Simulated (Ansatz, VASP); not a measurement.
Al3Ni2 in VASP and in Ansatz

INCAR

```
PREC = Accurate ; ENCUT = 520
EDIFF = 1E-6 ; ISMEAR = 0
SIGMA = 0.1 ; LREAL = F
LASPH = T ; NELM = 100
ALGO = Fast ; ISIF = 2
LWAVE = F ; LCHARG = F
GGA = PS ; NBANDS = 22
```

The input KPOINTS:

```
Automatic mesh
0
Gamma
  12 12 8
```

The input POSCAR:

```
Al3Ni2
1.0
    4.0031396448      0.0000000000      0.0000000000
   -2.0015698224      3.4668206273      0.0000000000
    0.0000000000      0.0000000000      4.8594646139
Al Ni
3 2
Direct
    0.0000000000      0.0000000000      0.0000000000
    0.3333333333      0.6666666667      0.6477829058
    0.6666666667      0.3333333333      0.3522170942
    0.3333333333      0.6666666667      0.1455709069
    0.6666666667      0.3333333333      0.8544290931
```

Input for Ansatz:

```yaml
crystal:
  lattice:
    - [4.0031396444, 0.0, 0.0]
    - [-2.0015698222, 3.4668206269, 0.0]
    - [0.0, 0.0, 4.8594646131]
  atoms:
    - { symbol: Al, position: [0.0, 0.0, 0.0] }
    - { symbol: Al, position: [0.3333333333, 0.6666666667, 0.647782906] }
    - { symbol: Al, position: [0.6666666667, 0.3333333333, 0.352217094] }
    - { symbol: Ni, position: [0.3333333333, 0.6666666667, 0.1455709066] }
    - { symbol: Ni, position: [0.6666666667, 0.3333333333, 0.8544290934] }
basis:
  ecutwfc: 420
kpoints:
  mp_grid: { grid: [12, 12, 8] }
hamiltonian:
  xc: pbesol
scf:
  occupations: { method: gaussian, width: 0.1 }
output:
  forces: true
  stress: true
  eigenvalues: true
```

Alike in both runs: task single point; functional PBEsol; k mesh 12 × 12 × 8; occupations gaussian, width 0.1 eV; no spin polarisation.

|  | VASP | Ansatz |
| --- | --- | --- |
| version | VASP 6.6.1 | Ansatz 0.2.0 |
| potentials or method | VASP PAW PBE potentials, release 64 (Al, Ni), cutoff 520 eV | scalar-relativistic, plane waves, PAW |
| valence electrons in the cell | 29 | 45 |

Ansatz gave:

* gap on the k mesh at the Fermi level (eV): none
* pressure (GPa): 0.0
* traceless stress, the component that is largest in VASP (GPa): 0.01
* rms of the force components (eV/Å): 0.000

Q: What did VASP give for the same quantities?

A: gap on the k mesh at the Fermi level (eV): none; pressure (GPa): 0.2; traceless stress, the component that is largest in VASP (GPa): 0.05; rms of the force components (eV/Å): 0.004.

VASP's potentials were made for PBE, not for PBEsol. Atom by atom the forces differ by 0.005 eV/Å (rms over components). A gap of «none» marks a metal or a gap that the smearing closes. With one functional, cell and mesh, what is left measures potentials, basis and numerics. VASP's potentials hold 29 valence electrons a cell and Ansatz's 45, so a difference there can come from the potentials and not from the codes.
